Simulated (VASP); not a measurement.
Ti, 1 atom in the cell. It takes space group Fmmm (No. 69, orthorhombic). The conventional cell has a = 3.721 Å, b = 3.861 Å, c = 4.001 Å, α = 90.00°, β = 90.00°, γ = 90.00°. Ti (site symmetry mmm) has 12 Ti at 2.68 to 2.78 Å within 3.5 Å.  This cell differs from its parent crystal: normal strain along x -0.0700, normal strain along y -0.0350.

* Program: VASP 6.6.1
* Task: single point
* Functional: LDA
* Potentials or basis: VASP PAW LDA potentials, release 64 (Ti_sv)
* Cutoff: 520 eV
* k mesh: 20 × 20 × 20
* Occupations: gaussian, width 0.15 eV
* Spin: no spin polarisation
* Dipole correction: no
* Further INCAR settings: ALGO = Fast; EDIFF = 1e-06; NBANDS = 12

Potentials or basis: VASP PAW LDA potentials, release 64 (Ti_sv).

The run is started by

```bash
$ cat potpaw_LDA.64/Ti_sv/POTCAR > POTCAR
$ mpirun -np 1 vasp_std > vasp.out
```

Hardware: 1 thread of Intel(R) Xeon(R) Platinum 8375C CPU @ 2.90GHz (Ice Lake), with other jobs on the host.

Task: How long does it take, and how much memory?

Result: It took 2.9 min on 1 thread of Intel(R) Xeon(R) Platinum 8375C CPU @ 2.90GHz (Ice Lake) (shared host), peak memory 0.29 GiB. Counts: scf iterations 20, k points 1166.
